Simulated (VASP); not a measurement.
Crystal: CuAu.

```
Au Cu
1.0
     2.77276    0.00000    0.00000
     0.00000    2.77276    0.00000
     0.00000    0.00000    3.63520
Au Cu
1 1
Cartesian
  0.0000 0.0000 0.0000
  1.3864 1.3864 1.8176
```

Program: VASP 6.6.1. Alike in all runs: task single point; no spin polarisation; cell as given; k mesh 9 × 9 × 7; cutoff (eV) 520; smearing fermi-dirac 0.05 eV.

Task: Order these runs on this cell by their pressure, lowest first.
A. level PBE; potentials or basis VASP PAW PBE potentials, release 64 (Au, Cu)
B. level LDA; potentials or basis VASP PAW LDA potentials, release 64 (Au, Cu)
C. level PBEsol; potentials or basis VASP PAW PBE potentials, release 64 (Au, Cu)
D. level r2SCAN; potentials or basis VASP PAW PBE potentials, release 64 (Au, Cu)

Result: B (-2.0 GPa), C (3.0 GPa), D (7.0 GPa), A (12.2 GPa).

Caveats: the PAW data sets were made with another functional, which shifts forces and pressure a little (some runs).
